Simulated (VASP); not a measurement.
# TiGeSb (P4/nmm) in VASP: notebook, part 2 of 2

VASP 6.6.1. Earlier steps stand in the parts before.

### 3 Single point, LDA

This run uses another cell than the first one, of 17.76 Å³/atom, 1.029 times its volume.

Input file INCAR:

```
SYSTEM = TiGeSb
PREC = Accurate
ENCUT = 520
EDIFF = 1E-6
ISMEAR = -1
SIGMA = 0.05
LREAL = .FALSE.
LASPH = .TRUE.
NELM = 60
ALGO = Normal
ISIF = 2
LWAVE = .FALSE.
LCHARG = .FALSE.
NBANDS = 40
```

Input file KPOINTS:

```
Automatic mesh
0
G
  6 6 3
  0 0 0
```

Input file POSCAR:

```
TiGeSb
1.0
    3.6351770811      0.0000000000      0.0000000000
    0.0000000000      3.6351770811      0.0000000000
    0.0000000000      0.0000000000      8.0650029689
Ti Ge Sb
2 2 2
Direct
    0.5000000000      0.0000000000      0.2487500000
    0.0000000000      0.5000000000      0.7512500000
    0.0000000000      0.0000000000      0.0000000000
    0.5000000000      0.5000000000      0.0000000000
    0.5000000000      0.0000000000      0.6155600000
    0.0000000000      0.5000000000      0.3844400000
```

Potentials or basis: VASP PAW LDA potentials, release 64 (Ti_sv, Ge_d, Sb).

Launch:

```sh
> cat potpaw_LDA.64/Ti_sv/POTCAR potpaw_LDA.64/Ge_d/POTCAR potpaw_LDA.64/Sb/POTCAR > POTCAR
> mpirun -np 1 vasp_std > vasp.out
```

OUTCAR:

```text
SYSTEM = TiGeSb
   PREC = Accurate
   ENCUT = 520
   EDIFF = 1E-6
   ISMEAR = -1
   LREAL = .FALSE.
   LASPH = .TRUE.
   NELM = 60
   ISIF = 2

 ion  position               nearest neighbor table
   1  0.500  0.000  0.249-   3 2.71   4 2.71   4 2.71   3 2.71   6 2.79   6 2.79   6 2.79   6 2.79
                             5 2.96
   2  0.000  0.500  0.751-   3 2.71   4 2.71   3 2.71   4 2.71   5 2.79   5 2.79   5 2.79   5 2.79
                             6 2.96
   3  0.000  0.000  0.000-   4 2.57   4 2.57   4 2.57   4 2.57   2 2.71   1 2.71   1 2.71   2 2.71

   4  0.500  0.500  0.000-   3 2.57   3 2.57   3 2.57   3 2.57   2 2.71   2 2.71   1 2.71   1 2.71

   5  0.500  0.000  0.616-   2 2.79   2 2.79   2 2.79   2 2.79   1 2.96   6 3.18   6 3.18   6 3.18
                             6 3.18
   6  0.000  0.500  0.384-   1 2.79   1 2.79   1 2.79   1 2.79   2 2.96   5 3.18   5 3.18   5 3.18
                             5 3.18

  LATTYP: Found a simple tetragonal cell.
 ALAT       =     3.6351770811
 C/A-ratio  =     2.2185997515

  Lattice vectors:

 A1 = (   3.6351770811,   0.0000000000,   0.0000000000)
 A2 = (   0.0000000000,   3.6351770811,   0.0000000000)
 A3 = (   0.0000000000,   0.0000000000,   8.0650029689)

Analysis of symmetry for initial positions (statically):
=====================================================================
 Subroutine PRICEL returns:
 Original cell was already a primitive cell.

 Routine SETGRP: Setting up the symmetry group for a
 simple tetragonal supercell.

 Subroutine GETGRP returns: Found 16 space group operations
 (whereof  8 operations were pure point group operations)
 out of a pool of 16 trial point group operations.

The static configuration has the point symmetry D_2d.
 The point group associated with its full space group is D_4h.

Analysis of symmetry for dynamics (positions and initial velocities):
=====================================================================
 Subroutine PRICEL returns:
[... 134 lines left out ...]
  volume/ion in A,a.u.               =      17.76       119.87
  Fermi-wavevector in a.u.,A,eV,Ry     =   1.366638  2.582571 25.411595  1.867700
  Thomas-Fermi vector in A             =   2.492761
   LORBIT       =      0    0 simple, 1 ext, 2 COOP (PROOUT), +10 PAW based schemes
   GGA     = CA    functional components
   LHFCALC =     F    Hartree Fock is set to
   AEXX    =    0.0000 exact exchange contribution
   IVDW    =     0    specifies the selected vdW correction
   LEPSILON=     F    determine dielectric tensor
   LRPA    =     F    only Hartree local field effects (RPA)
 non-spin polarized calculation
  energy-cutoff  :      520.00
  volume of cell :      106.58
 maximum number of plane-waves:      2904
 NGX is ok and might be reduce to    28
   NGX = 13   NGY = 13   NGZ = 29

 number of electron      62.0000032 magnetization

 Free energy of the ion-electron system (eV)
  ---------------------------------------------------
  ext. energy  EPLUGINS =         0.00000000
  ---------------------------------------------------
  free energy    TOTEN  =       -40.32603976 eV

  energy without entropy =      -40.31214859  energy(sigma->0) =      -40.31909417

 E-fermi :   9.4780     XC(G=0): -11.9107

 val. band max:        9.4472078391   @ k =   0.1667   0.1667   0.0000
 cond. band min:       9.6163945309   @ k =   0.1667   0.0000   0.0000
 fundamental gap:      0.1691866918
 Fermi energy:         9.4779969357

 k-point     1 :       0.0000    0.0000    0.0000
  band No.  band energies     occupation
      1     -46.4858      2.00000
      2     -46.4854      2.00000
      3     -23.1740      2.00000
      4     -23.1652      2.00000
      5     -23.1652      2.00000
      6     -23.1646      2.00000
[... 849 lines left out ...]
     39      12.7139      0.00000
     40      12.7139      0.00000

------------------------ aborting loop because EDIFF is reached ----------------------------------------

  FORCE on cell =-STRESS in cart. coord.  units (eV):
  Direction    XX          YY          ZZ          XY          YZ          ZX
  --------------------------------------------------------------------------------------
  -------------------------------------------------------------------------------------
  Total        0.5888770      0.5888770      0.4946412      0.0000000      0.0000000      0.0000000
  in kB        8.8527769      8.8527769      7.4360996      0.0000000      0.0000000      0.0000000
  external PRESSURE =       8.3805511 kB  Pullay stress =       0.0000000 kB

 VOLUME and BASIS-vectors are now :
 -----------------------------------------------------------------------------
  energy-cutoff  :      520.00
  volume of cell :      106.58
      direct lattice vectors                 reciprocal lattice vectors
     3.635177081  0.000000000  0.000000000     0.275089763  0.000000000  0.000000000
     0.000000000  3.635177081  0.000000000     0.000000000  0.275089763  0.000000000
     0.000000000  0.000000000  8.065002969     0.000000000  0.000000000  0.123992515

 POSITION                                       TOTAL-FORCE (eV/Angst)
 -----------------------------------------------------------------------------------
      1.81759      0.00000      2.00617         0.000000      0.000000     -0.115362
      0.00000      1.81759      6.05883        -0.000000      0.000000      0.115362
      0.00000      0.00000      0.00000         0.000000      0.000000      0.000000
      1.81759      1.81759      0.00000         0.000000     -0.000000      0.000000
      1.81759      0.00000      4.96449         0.000000      0.000000      0.078633
      0.00000      1.81759      3.10051         0.000000      0.000000     -0.078633
 -----------------------------------------------------------------------------------
    total drift:                                0.000000      0.000000      0.000000

  FREE ENERGIE OF THE ION-ELECTRON SYSTEM (eV)
  ---------------------------------------------------
  free  energy   TOTEN  =       -40.3260397604 eV

  energy  without entropy=      -40.3121485857  energy(sigma->0) =      -40.31909417
```

OSZICAR:

```text
N       E                     dE             d eps       ncg     rms          rms(c)
DAV:   1     0.715232175983E+03    0.71523E+03   -0.28840E+04  1888   0.304E+03
DAV:   2     0.851333869058E+02   -0.63010E+03   -0.60831E+03  1600   0.822E+02
DAV:   3    -0.319926867235E+02   -0.11713E+03   -0.11394E+03  2160   0.215E+02
DAV:   4    -0.430191639777E+02   -0.11026E+02   -0.10940E+02  2336   0.659E+01
DAV:   5    -0.437604257421E+02   -0.74126E+00   -0.74066E+00  2176   0.141E+01    0.159E+01
DAV:   6    -0.415067241413E+02    0.22537E+01   -0.33317E+01  2280   0.324E+01    0.833E+00
DAV:   7    -0.404735962525E+02    0.10331E+01   -0.10500E+01  2080   0.208E+01    0.516E+00
DAV:   8    -0.403304562107E+02    0.14314E+00   -0.10985E+00  1880   0.708E+00    0.961E-01
DAV:   9    -0.403269818921E+02    0.34743E-02   -0.10818E-01  2208   0.250E+00    0.687E-01
DAV:  10    -0.403258980561E+02    0.10838E-02   -0.97143E-03  2240   0.787E-01    0.304E-01
DAV:  11    -0.403260462543E+02   -0.14820E-03   -0.75286E-04  2072   0.201E-01    0.428E-02
DAV:  12    -0.403260400966E+02    0.61578E-05   -0.91342E-05  2296   0.777E-02    0.131E-02
DAV:  13    -0.403260397604E+02    0.33612E-06   -0.57772E-06  1720   0.172E-02
   1 F= -.40326040E+02 E0= -.40319094E+02  d E =-.138912E-01
```

Run time: 47 s. Hardware: 1 thread of Intel Xeon 6975P-C (Granite Rapids), shared host; peak memory 0.22 GiB.

What came out:

| Item | Value |
| --- | --- |
| Free energy | -40.3260 eV |
| Pressure | 0.8 GPa |
| Largest force | 0.115 eV/Å |
| Band gap on the k mesh | zero (band 31 reaches 10.38 eV, above the bottom of band 32 at 7.91 eV) |

Forces in eV/Å, atoms in the order of the input:
```
Ti   0.000  0.000 -0.115
Ti   0.000  0.000  0.115
Ge   0.000  0.000  0.000
Ge   0.000  0.000  0.000
Sb   0.000  0.000  0.079
Sb   0.000  0.000 -0.079
```

Stress tensor (GPa, compression positive):
```
0.89 0.00 0.00
0.00 0.89 0.00
0.00 0.00 0.74
```

Levels at points of the mesh, in eV from the Fermi level:
```
           k point  band 29  band 30  band 31  band 32  band 33  band 34
(0.00, 0.00, 0.00)    -1.21     0.25     0.51     0.51     0.87     1.25
(0.50, 0.00, 0.00)    -1.06    -1.06    -0.10    -0.10     1.81     1.81
(0.50, 0.50, 0.00)    -2.16    -2.16    -1.41    -1.41     1.99     1.99
```

Caveat: spin-orbit coupling is left out, which moves the levels of the heavy elements.

### 4 Single point, LDA

This run uses another cell than the first one, of 18.26 Å³/atom, 1.058 times its volume.

INCAR, as its differences from that of step 3:

```diff
@@ -8,3 +8,3 @@
 LASPH = .TRUE.
-NELM = 60
+NELM = 100
 ALGO = Normal
```

KPOINTS is that of step 3.

POSCAR, as its differences from that of step 3:

```diff
@@ -2,5 +2,5 @@
 1.0
-    3.6351770811      0.0000000000      0.0000000000
-    0.0000000000      3.6351770811      0.0000000000
-    0.0000000000      0.0000000000      8.0650029689
+    3.6689946238      0.0000000000      0.0000000000
+    0.0000000000      3.6689946238      0.0000000000
+    0.0000000000      0.0000000000      8.1400305607
 Ti Ge Sb
```

Potentials or basis: VASP PAW LDA potentials, release 64 (Ti_sv, Ge_d, Sb).

Launch:

```sh
> cat potpaw_LDA.64/Ti_sv/POTCAR potpaw_LDA.64/Ge_d/POTCAR potpaw_LDA.64/Sb/POTCAR > POTCAR
> mpirun -np 1 vasp_std > vasp.out
```

OUTCAR:

```text
SYSTEM = TiGeSb
   PREC = Accurate
   ENCUT = 520
   EDIFF = 1E-6
   ISMEAR = -1
   LREAL = .FALSE.
   LASPH = .TRUE.
   NELM = 100
   ISIF = 2

 ion  position               nearest neighbor table
   1  0.500  0.000  0.249-   3 2.73   4 2.73   4 2.73   3 2.73   6 2.82   6 2.82   6 2.82   6 2.82
                             5 2.99
   2  0.000  0.500  0.751-   3 2.73   4 2.73   3 2.73   4 2.73   5 2.82   5 2.82   5 2.82   5 2.82
                             6 2.99
   3  0.000  0.000  0.000-   4 2.59   4 2.59   4 2.59   4 2.59   2 2.73   1 2.73   1 2.73   2 2.73

[... 1068 lines left out ...]
  -------------------------------------------------------------------------------------
  Total       -1.5918657     -1.5918657     -1.6403006      0.0000000      0.0000000     -0.0000000
  in kB      -23.2753820    -23.2753820    -23.9835704      0.0000000      0.0000000     -0.0000000
  external PRESSURE =     -23.5114448 kB  Pullay stress =       0.0000000 kB

 VOLUME and BASIS-vectors are now :
 -----------------------------------------------------------------------------
  energy-cutoff  :      520.00
  volume of cell :      109.58
      direct lattice vectors                 reciprocal lattice vectors
     3.668994624  0.000000000  0.000000000     0.272554229  0.000000000  0.000000000
     0.000000000  3.668994624  0.000000000     0.000000000  0.272554229  0.000000000
     0.000000000  0.000000000  8.140030561     0.000000000  0.000000000  0.122849662

 POSITION                                       TOTAL-FORCE (eV/Angst)
 -----------------------------------------------------------------------------------
      1.83450      0.00000      2.02483        -0.000000      0.000000     -0.126978
      0.00000      1.83450      6.11520        -0.000000      0.000000      0.126978
      0.00000      0.00000      0.00000        -0.000000      0.000000     -0.000000
      1.83450      1.83450      0.00000         0.000000     -0.000000     -0.000000
      1.83450      0.00000      5.01068        -0.000000     -0.000000      0.085869
      0.00000      1.83450      3.12935         0.000000      0.000000     -0.085869
 -----------------------------------------------------------------------------------
    total drift:                                0.000000      0.000000      0.000000

  FREE ENERGIE OF THE ION-ELECTRON SYSTEM (eV)
  ---------------------------------------------------
  free  energy   TOTEN  =       -40.3126236700 eV

  energy  without entropy=      -40.2979902187  energy(sigma->0) =      -40.30530694
```

stdout:

```text
POSCAR found type information on POSCAR TiGeSb
 POSCAR found :  3 types and       6 ions
 scaLAPACK will be used
 LDA part: xc-table for (Slater(with rela. corr.)+CA(PZ))
 , standard interpolation
 POSCAR, INCAR and KPOINTS ok, starting setup
 FFT: planning ... GRIDC
 FFT: planning ... GRID_SOFT
 FFT: planning ... GRID
 WAVECAR not read
 entering main loop
```

Wall time 41 s (1 thread of Intel Xeon 6975P-C (Granite Rapids), shared host); peak memory 0.23 GiB.

What came out:

```
Free energy            : -40.3126 eV
Pressure               : -2.4 GPa
Largest force          : 0.127 eV/Å
Band gap on the k mesh : zero (band 31 reaches 9.98 eV, above the bottom of band 32 at 7.61 eV)
```

Forces on the atoms (eV/Å):
```
Ti   0.000  0.000 -0.127
Ti   0.000  0.000  0.127
Ge   0.000  0.000  0.000
Ge   0.000  0.000  0.000
Sb   0.000  0.000  0.086
Sb   0.000  0.000 -0.086
```

Caveat: spin-orbit coupling is left out, which moves the levels of the heavy elements.

### 5 Summary

| cell | gap on the mesh (eV) | pressure (GPa) | largest force (eV/Å) |
| --- | --- | --- | --- |
| a = 3.601, b = 3.601, c = 7.989 Å, 6 atoms | none | 4.5 | 0.10 |
| a = 3.635, b = 3.635, c = 8.065 Å, 6 atoms | none | 0.8 | 0.12 |
| a = 3.669, b = 3.669, c = 8.140 Å, 6 atoms | none | -2.4 | 0.13 |

Alike in all rows: task single point; level LDA; potentials or basis VASP PAW LDA potentials, release 64 (Ti_sv, Ge_d, Sb); no spin polarisation; k mesh 6 × 6 × 3; cutoff (eV) 520; smearing fermi-dirac 0.05 eV.

Caveats: spin-orbit coupling is left out, which moves the levels of the heavy elements.

Absolute energies hang on the potentials; compare differences alone.
